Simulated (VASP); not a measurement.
Write the native input for VASP 6.6.1 that does the following.

| Quantity | Value |
| --- | --- |
| Task | single point |
| Functional | r2SCAN |
| Potentials or basis | VASP PAW PBE potentials, release 64 (Rh_sv_GW) |
| Cutoff | 680 eV |
| k mesh | 18 × 18 × 18 |
| Occupations | gaussian, width 0.1 eV |
| Spin | no spin polarisation |
| Dipole correction | no |
| Further INCAR settings | ALGO = Normal; EDIFF = 1e-06; NBANDS = 14 |

Crystal: Rh.

```
CELL_PARAMETERS angstrom
0.00000 1.91877 1.91877
1.91877 0.00000 1.91877
1.91877 1.91877 0.00000
ATOMIC_POSITIONS crystal
Rh 0.00000 0.00000 0.00000
```

These files were run (other wordings do the same):

POSCAR

```
Rh
1.0
    0.0000000000      1.9187650762      1.9187650762
    1.9187650762      0.0000000000      1.9187650762
    1.9187650762      1.9187650762      0.0000000000
Rh
1
Direct
    0.0000000000      0.0000000000      0.0000000000
```

INCAR.step1

```
SYSTEM = Rh
PREC = Accurate
ENCUT = 680
ISMEAR = 0
SIGMA = 0.1
LREAL = .False.
LASPH = .True.
NELM = 120
NBANDS = 14
GGA = PE
ALGO = Normal
EDIFF = 1E-5
LWAVE = .True.
LCHARG = .False.
GGA_COMPAT = .False.
```

INCAR.step2

```
SYSTEM = Rh
PREC = Accurate
ENCUT = 680
EDIFF = 1E-6
ISMEAR = 0
SIGMA = 0.1
LREAL = .False.
LASPH = .True.
NELM = 120
ALGO = Normal
ISIF = 2
LWAVE = .False.
LCHARG = .True.
METAGGA = R2SCAN
LMIXTAU = .True.
LELF = .True.
LVHAR = .True.
NBANDS = 14
ISTART = 1
GGA_COMPAT = .False.
```

KPOINTS

```
regular mesh
0
Gamma
  18 18 18
  0 0 0
```

Potentials or basis: VASP PAW PBE potentials, release 64 (Rh_sv_GW).

Command:

```console
$ cat potpaw_PBE.64/Rh_sv_GW/POTCAR > POTCAR
$ cp INCAR.step1 INCAR
$ mpirun -np 1 vasp_std > vasp.out
$ cp INCAR.step2 INCAR
$ mpirun -np 1 vasp_std > vasp.out
```

Results of the run:

| Quantity | Value |
| --- | --- |
| Pressure | -7.7 GPa |
| Band gap on the k mesh | zero (an odd number of electrons rules out a gap without spin polarisation) |

Caveat: the cell stands under tension; the PAW data sets were made with another functional, which shifts forces and pressure a little.

Wall time 2.2 min on 1 thread of Intel(R) Xeon(R) Platinum 8259CL CPU @ 2.50GHz (Skylake/Cascade Lake) (shared host), peak memory 0.21 GiB.
